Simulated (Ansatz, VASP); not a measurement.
# Ti3Se: VASP and Ansatz over several settings

```xyz
4
Lattice="3.2186 0.0000 0.0000 -1.6093 2.7874 0.0000 0.0000 0.0000 7.9953" Properties=species:S:1:pos:R:3 pbc="T T T"
Se    0.0000    0.0000    0.0000
Ti    1.6093    0.9291    3.9977
Ti    0.0000    1.8583    6.1796
Ti    0.0000    1.8583    1.8157
```

Single points on this cell with VASP 6.6.1 and Ansatz 0.2.0. Each row is one pair of runs. Alike in all rows: spin: off; k mesh: 10 × 10 × 4; smearing: fermi-dirac, width 0.05 eV.

| level | VASP's potentials, cutoff | Ansatz's potentials, cutoff | gap on the k mesh at the Fermi level (eV), VASP | gap on the k mesh at the Fermi level (eV), Ansatz | pressure (GPa), VASP | pressure (GPa), Ansatz | rms of the force components (eV/Å), VASP | rms of the force components (eV/Å), Ansatz |
| --- | --- | --- | --- | --- | --- | --- | --- | --- |
| PBE | VASP PAW PBE potentials, release 64 (Se, Ti_sv), 520 eV | Ansatz PAW, 420 eV | none | none | -2.0 | -2.0 | 0.006 | 0.014 |
| r2SCAN | VASP PAW PBE potentials, release 64 (Se, Ti_sv), 520 eV | Ansatz PAW, 500 eV | none | none | -2.6 | -2.9 | 0.042 | 0.050 |
| LDA | VASP PAW LDA potentials, release 64 (Se, Ti_sv), 520 eV | Ansatz PAW, 420 eV | none | none | -9.6 | -9.8 | 0.058 | 0.067 |

Pressure (GPa): the two programs differ by at most 0.33; rms of the force components (eV/Å): the two programs differ by at most 0.0096.

VASP's potentials hold 42 valence electrons a cell and Ansatz's 52, so a difference there can come from the potentials and not from the codes.

A gap of «none» marks a metal or a gap that the smearing closes.
